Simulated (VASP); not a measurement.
# C in VASP: relaxation of the atoms with LDA

Aim: the relaxation of the atoms of C with LDA.

All numbers are computed with VASP 6.6.1; they aren't measurements. Logs are shortened: lines on timing, memory, paths and dates and some standing lists are left out, and cuts for length are marked.

## 1. The cell of the first run

The cell holds a slab with vacuum, 6 atoms: a = 2.497 Å, b = 2.497 Å, c = 20.415 Å, α = 90.00°, β = 90.00°, γ = 90.00°.

## 2. Relaxation of the atoms, LDA

File INCAR:

```
SYSTEM = C
PREC = Accurate
ENCUT = 520
EDIFF = 1E-6
ISMEAR = -1
SIGMA = 0.02
LREAL = .FALSE.
LASPH = .TRUE.
NELM = 60
ALGO = Normal
ISIF = 2
LWAVE = .FALSE.
LCHARG = .FALSE.
LDIPOL = .TRUE.
IDIPOL = 3
DIPOL = 0.5 0.5 0.500
IBRION = 2
NSW = 60
EDIFFG = -0.01
```

File KPOINTS:

```
regular mesh
0
G
  10 10 1
  0 0 0
```

File POSCAR:

```
C
1.0
    2.4973237396      0.0000000000      0.0000000000
    0.0000000000      2.4973237396      0.0000000000
    0.0000000000      0.0000000000     20.4147000000
C
6
Direct
    0.7500000000      0.0000000000      0.3918748162
    0.2500000000      0.0000000000      0.4351248897
    0.2500000000      0.5000000000      0.4783749632
    0.7500000000      0.5000000000      0.5216250368
    0.7500000000      0.0000000000      0.5648751103
    0.2500000000      0.0000000000      0.6081251838
```

Potentials or basis: VASP PAW LDA potentials, release 64 (C).

On the command line:

```sh
$ cat potpaw_LDA.64/C/POTCAR > POTCAR
$ mpirun -np 1 vasp_std > vasp.out
```

OUTCAR:

```text
SYSTEM = C
   PREC = Accurate
   ENCUT = 520
   EDIFF = 1E-6
   ISMEAR = -1
   LREAL = .FALSE.
   LASPH = .TRUE.
   NELM = 60
   ISIF = 2
   IBRION = 2
   NSW = 60
   EDIFFG = -0.01

 ion  position               nearest neighbor table
   1  0.750  0.000  0.392-   2 1.53   2 1.53
   2  0.250  0.000  0.435-   1 1.53   3 1.53   3 1.53   1 1.53
   3  0.250  0.500  0.478-   2 1.53   2 1.53   4 1.53   4 1.53
   4  0.750  0.500  0.522-   5 1.53   5 1.53   3 1.53   3 1.53
   5  0.750  0.000  0.565-   4 1.53   6 1.53   4 1.53   6 1.53
   6  0.250  0.000  0.608-   5 1.53   5 1.53

  LATTYP: Found a simple tetragonal cell.
 ALAT       =     2.4973237396
 C/A-ratio  =     8.1746309765

  Lattice vectors:

 A1 = (   2.4973237396,   0.0000000000,   0.0000000000)
 A2 = (   0.0000000000,   2.4973237396,   0.0000000000)
 A3 = (   0.0000000000,   0.0000000000,  20.4147000000)

Analysis of symmetry for initial positions (statically):
=====================================================================
 Subroutine PRICEL returns:
 Original cell was already a primitive cell.

 Routine SETGRP: Setting up the symmetry group for a
 simple tetragonal supercell.

 Subroutine GETGRP returns: Found  8 space group operations
 (whereof  4 operations were pure point group operations)
 out of a pool of 16 trial point group operations.

The static configuration has the point symmetry C_2h.
 The point group associated with its full space group is D_2h.

Analysis of symmetry for dynamics (positions and initial velocities):
=====================================================================
 Subroutine PRICEL returns:
 Original cell was already a primitive cell.

 Routine SETGRP: Setting up the symmetry group for a
 simple tetragonal supercell.

 Subroutine GETGRP returns: Found  8 space group operations
 (whereof  4 operations were pure point group operations)
 out of a pool of 16 trial point group operations.

The dynamic configuration has the point symmetry C_2h.
 The point group associated with its full space group is D_2h.

 Subroutine INISYM returns: Found  8 space group operations
 (whereof  4 operations are pure point group operations),
 and found     1 'primitive' translations

----------------------------------------------------------------------------------------

                                     Primitive cell

  volume of cell :     127.3188

  direct lattice vectors                    reciprocal lattice vectors
     2.497323740  0.000000000  0.000000000     0.400428661  0.000000000  0.000000000
     0.000000000  2.497323740  0.000000000     0.000000000  0.400428661  0.000000000
     0.000000000  0.000000000 20.414700000     0.000000000  0.000000000  0.048984310

  length of vectors
     2.497323740  2.497323740 20.414700000     0.400428661  0.400428661  0.048984310

  position of ions in fractional coordinates (direct lattice)
     0.750000000  0.000000000  0.391874816
     0.250000000  0.000000000  0.435124890
     0.250000000  0.500000000  0.478374963
     0.750000000  0.500000000  0.521625037
     0.750000000  0.000000000  0.564875110
     0.250000000  0.000000000  0.608125184

  ion indices of the primitive-cell ions
   primitive index   ion index
                 1           1
                 2           2
                 3           3
                 4           4
                 5           5
                 6           6

----------------------------------------------------------------------------------------

 KPOINTS: regular mesh

Automatic generation of k-mesh.
 Grid dimensions read from file:
 generate k-points for:   10   10    1

 Generating k-lattice:

  Cartesian coordinates                     Fractional coordinates (reciprocal lattice)
     0.040042866  0.000000000  0.000000000     0.100000000  0.000000000  0.000000000
     0.000000000  0.040042866  0.000000000     0.000000000  0.100000000  0.000000000
     0.000000000  0.000000000  0.048984310     0.000000000  0.000000000  1.000000000

  Length of vectors
     0.040042866  0.040042866  0.048984310

  Shift w.r.t. Gamma in fractional coordinates (k-lattice)
     0.000000000  0.000000000  0.000000000

 Subroutine IBZKPT returns following result:
 ===========================================

 Found     36 irreducible k-points:

 Following reciprocal coordinates:
            Coordinates               Weight
  0.000000  0.000000  0.000000      1.000000
  0.100000  0.000000  0.000000      2.000000
  0.000000  0.100000  0.000000      2.000000
  0.200000  0.000000  0.000000      2.000000
  0.000000  0.200000  0.000000      2.000000
  0.300000  0.000000  0.000000      2.000000
[... 16 lines left out ...]
 -0.200000  0.300000  0.000000      4.000000
  0.400000  0.200000  0.000000      4.000000
 [... further k-points ...]
   k-points           NKPTS =     36   k-points in BZ     NKDIM =     36   number of bands    NBANDS=     16
   number of dos      NEDOS =    301   number of ions     NIONS =      6
   total plane-waves  NPLWV =  64000
   dimension x,y,z NGX =    20 NGY =   20 NGZ =  160
   dimension x,y,z NGXF=    40 NGYF=   40 NGZF=  320
   ions per type =               6
   NGX,Y,Z   is equivalent  to a cutoff of  13.31, 13.31, 13.03 a.u.
   NGXF,Y,Z  is equivalent  to a cutoff of  26.63, 26.63, 26.06 a.u.
 SYSTEM =  C
   PREC   = accura    normal or accurate (medium, high low for compatibility)
   ISTART =      0    job   : 0-new  1-cont  2-samecut
   ICHARG =      2    charge: 1-file 2-atom 10-const
   ISPIN  =      1    spin polarized calculation?
   LNONCOLLINEAR =      F non collinear calculations
   LSORBIT =      F    spin-orbit coupling
   LASPH  =      T    aspherical Exc in radial PAW
   ENCUT  =  520.0 eV  38.22 Ry    6.18 a.u.   4.64  4.64 37.96*2*pi/ulx,y,z
   NELM   =     60;   NELMIN=  2; NELMDL= -5     # of ELM steps
   EDIFF  = 0.1E-05   stopping-criterion for ELM
   LREAL  =      F    real-space projection
   EDIFFG = -.1E-01   stopping-criterion for IOM
   NSW    =     60    number of steps for IOM
   IBRION =      2    ionic relax: 0-MD 1-quasi-New 2-CG
   NFREE  =      1    steps in history (QN), initial steepest desc. (CG)
   ISIF   =      2    stress and relaxation
   ISYM   =      2    0-nonsym 1-usesym 2-fastsym
   POTIM  = 0.5000    time-step for ionic-motion
   TEBEG  =    0.0;   TEEND  =   0.0 temperature during run
   PSTRESS=    0.0 pullay stress
   NELECT =      24.0000    total number of electrons
   NUPDOWN=      -1.0000    fix difference up-down
   EMIN   =  10.00;   EMAX   =-10.00  energy-range for DOS
   EFERMI =   0.00;   METHOD = LEGACY
   ISMEAR =    -1;   SIGMA  =   0.02  broadening in eV -4-tet -1-fermi 0-gaus
   EFERMI_NEDOS =   21; number of points for ismear=-14 and -15
   IALGO  =     38    algorithm
   IMIX   =      4    mixing-type and parameters
     AMIX     =   0.40;   BMIX     =  1.00
     AMIX_MAG =   1.60;   BMIX_MAG =  1.00
  volume/ion in A,a.u.               =      21.22       143.20
  Fermi-wavevector in a.u.,A,eV,Ry     =   0.938673  1.773835 11.988190  0.881107
  Thomas-Fermi vector in A             =   2.065908
   LORBIT       =      0    0 simple, 1 ext, 2 COOP (PROOUT), +10 PAW based schemes
   GGA     = CA    functional components
   LHFCALC =     F    Hartree Fock is set to
   AEXX    =    0.0000 exact exchange contribution
   IVDW    =     0    specifies the selected vdW correction
   LEPSILON=     F    determine dielectric tensor
   LRPA    =     F    only Hartree local field effects (RPA)
 conjugate gradient relaxation of ions
 non-spin polarized calculation
  energy-cutoff  :      520.00
  volume of cell :      127.32
 maximum number of plane-waves:      3495
   NGX =  9   NGY =  9   NGZ = 75

--------------------------------------- Ionic step        1  -------------------------------------------

 number of electron      24.0000004 magnetization

 Free energy of the ion-electron system (eV)
  ---------------------------------------------------
  ext. energy  EPLUGINS =         0.00000000
  ---------------------------------------------------
  free energy    TOTEN  =       -53.28087473 eV

  energy without entropy =      -53.27997262  energy(sigma->0) =      -53.28042368

------------------------ aborting loop because EDIFF is reached ----------------------------------------

  FORCE on cell =-STRESS in cart. coord.  units (eV):
  Direction    XX          YY          ZZ          XY          YZ          ZX
  --------------------------------------------------------------------------------------
  -------------------------------------------------------------------------------------
  Total       -1.8854858     -8.4538859     -4.0183096      0.0000000      0.0000000     -0.0000000
  in kB      -23.7269088   -106.3834995    -50.5663121      0.0000000      0.0000000     -0.0000000
  external PRESSURE =     -60.2255735 kB  Pullay stress =       0.0000000 kB
[... 185 lines left out ...]
  energy  without entropy=      -53.5446625508  energy(sigma->0) =      -53.54626097

--------------------------------------- Ionic step        6  -------------------------------------------

 number of electron      24.0000005 magnetization

 dipolmoment           0.000000      0.000000     -0.000000 electrons x Angstroem

------------------------ aborting loop because EDIFF is reached ----------------------------------------

  FORCE on cell =-STRESS in cart. coord.  units (eV):
  Direction    XX          YY          ZZ          XY          YZ          ZX
  --------------------------------------------------------------------------------------
  -------------------------------------------------------------------------------------
  Total       -0.4722044     -7.3024526     -0.0133760      0.0000000      0.0000000     -0.0000000
  in kB       -5.9422090    -91.8938897     -0.1683235      0.0000000      0.0000000     -0.0000000
  external PRESSURE =     -32.6681407 kB  Pullay stress =       0.0000000 kB
[... 25 lines left out ...]
  energy  without entropy=      -53.5478119212  energy(sigma->0) =      -53.54947560

--------------------------------------- Ionic step        7  -------------------------------------------

 number of electron      24.0000005 magnetization

 dipolmoment           0.000000      0.000000      0.000000 electrons x Angstroem

 Free energy of the ion-electron system (eV)
  ---------------------------------------------------
  ext. energy  EPLUGINS =         0.00000000
  ---------------------------------------------------
  free energy    TOTEN  =       -53.55116204 eV

  energy without entropy =      -53.54785008  energy(sigma->0) =      -53.54950606

 E-fermi :  -2.8041     XC(G=0):  -4.6465

 val. band max:       -2.8368186971   @ k =  -0.1000   0.2000   0.0000
 cond. band min:      -2.8012693502   @ k =   0.5000   0.4000   0.0000
 fundamental gap:      0.0355493469
 Fermi energy:        -2.8041279863

 k-point     1 :       0.0000    0.0000    0.0000
  band No.  band energies     occupation
      1     -23.8877      2.00000
      2     -21.2988      2.00000
      3     -17.2858      2.00000
      4     -12.3481      2.00000
      5      -9.1212      2.00000
      6      -8.4475      2.00000
[... 8 lines left out ...]
     15       1.9667      0.00000
     16       2.1410      0.00000
[... 420 lines left out ...]
  band No.  band energies     occupation
      1     -20.2727      2.00000
      2     -18.1612      2.00000
      3     -16.2114      2.00000
      4     -14.3743      2.00000
      5     -14.2131      2.00000
      6     -11.3210      2.00000
[... 8 lines left out ...]
     15       3.8312      0.00000
     16       5.6067      0.00000

 [... further k-points ...]

------------------------ aborting loop because EDIFF is reached ----------------------------------------

 vacuum level on the upper side and lower side of the slab       (xc-potential included)        -0.026        -0.026

  FORCE on cell =-STRESS in cart. coord.  units (eV):
  Direction    XX          YY          ZZ          XY          YZ          ZX
  --------------------------------------------------------------------------------------
  -------------------------------------------------------------------------------------
  Total       -0.4781723     -7.3137959     -0.0608765      0.0000000      0.0000000      0.0000000
  in kB       -6.0173089    -92.0366342     -0.7660680      0.0000000      0.0000000      0.0000000
  external PRESSURE =     -32.9400037 kB  Pullay stress =       0.0000000 kB

 VOLUME and BASIS-vectors are now :
 -----------------------------------------------------------------------------
  energy-cutoff  :      520.00
  volume of cell :      127.32
      direct lattice vectors                 reciprocal lattice vectors
     2.497323740  0.000000000  0.000000000     0.400428661  0.000000000  0.000000000
     0.000000000  2.497323740  0.000000000     0.000000000  0.400428661  0.000000000
     0.000000000  0.000000000 20.414700000     0.000000000  0.000000000  0.048984310
[... 12 lines left out ...]
  FREE ENERGIE OF THE ION-ELECTRON SYSTEM (eV)
  ---------------------------------------------------
  free  energy   TOTEN  =       -53.5511620370 eV

  energy  without entropy=      -53.5478500833  energy(sigma->0) =      -53.54950606

 reached required accuracy - stopping structural energy minimisation

 vacuum level on the upper side and lower side of the slab         4.610         4.610
```

It took 4.5 min on 1 thread of Intel Xeon Platinum 8259CL at 2.50GHz (Skylake/Cascade Lake), shared host; peak memory 0.21 GiB.

What came out:

```
Free energy               : -53.5512 eV
Energy gained by relaxing : 45.0 meV/atom
Ionic steps               : 7
Band gap on the k mesh    : zero (bands 12 and 13 overlap by 0.61 eV)
```

Forces on the atoms (eV/Å):
```
C    0.000  0.000  0.003
C    0.000  0.000 -0.002
C    0.000  0.000  0.000
C    0.000  0.000  0.000
C    0.000  0.000  0.002
C    0.000  0.000 -0.003
```

Step by step:
```tsv
step	energy change (eV)	largest force (eV/Å)	pressure (GPa)
1	0.0000	2.6043	-6.02
2	0.1111	2.9641	-0.48
3	-0.2585	0.2787	-4.34
4	-0.2664	0.2343	-3.80
5	-0.2670	0.3469	-3.60
6	-0.2703	0.0296	-3.27
7	-0.2703	0.0027	-3.29
```

Final structure:
```yaml
crystal:
  lattice:
    - [2.49732, 0.00000, 0.00000]
    - [0.00000, 2.49732, 0.00000]
    - [0.00000, 0.00000, 20.41470]
  atoms:
    - { symbol: C, position: [0.75000, 0.00000, 0.39552] }
    - { symbol: C, position: [0.25000, 0.00000, 0.43343] }
    - { symbol: C, position: [0.25000, 0.50000, 0.47902] }
    - { symbol: C, position: [0.75000, 0.50000, 0.52098] }
    - { symbol: C, position: [0.75000, 0.00000, 0.56657] }
    - { symbol: C, position: [0.25000, 0.00000, 0.60448] }
```

The gap in the log of VASP goes by the Fermi energy; the results here count the filled bands.